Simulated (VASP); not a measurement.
BiMo (zincblende type), 2 atoms in the cell. The structure is cubic, space group F-43m (No. 216). The conventional cell has a = 6.439 Å, b = 6.439 Å, c = 6.439 Å, α = 90.00°, β = 90.00°, γ = 90.00°. Mo (site symmetry -43m) has 4 Bi at 2.79 Å within 3.7 Å. Bi (site symmetry -43m) has 4 Mo at 2.79 Å within 3.7 Å. 

| Item | Value |
| --- | --- |
| Program | VASP 6.6.1 |
| Task | relaxation of cell and atoms |
| Functional | PBE |
| Potentials or basis | VASP PAW PBE potentials, release 64 (Mo_sv, Bi_d) |
| Cutoff | 600 eV |
| k mesh | 11 × 11 × 11 |
| Occupations | fermi-dirac, width 0.08 eV |
| Spin | no spin polarisation |
| Dipole correction | no |
| Further INCAR settings | ALGO = Normal; EDIFF = 1e-06; IBRION = 2; EDIFFG = -0.005; NSW = 100; ISIF = 3 |

Potentials or basis: VASP PAW PBE potentials, release 64 (Mo_sv, Bi_d).

Command:

```console
$ cat potpaw_PBE.64/Mo_sv/POTCAR potpaw_PBE.64/Bi_d/POTCAR > POTCAR
$ mpirun -np 1 vasp_std > vasp.out
```

Hardware: 1 thread of AMD EPYC 7R13 Processor (Zen 3) (shared host).

Question: Estimate the wall time of this run.

Answer: It took 2.4 min on 1 thread of AMD EPYC 7R13 Processor (Zen 3), on a shared host, peak memory 0.24 GiB. Counts: scf iterations 31, k points 56, ion steps 3.
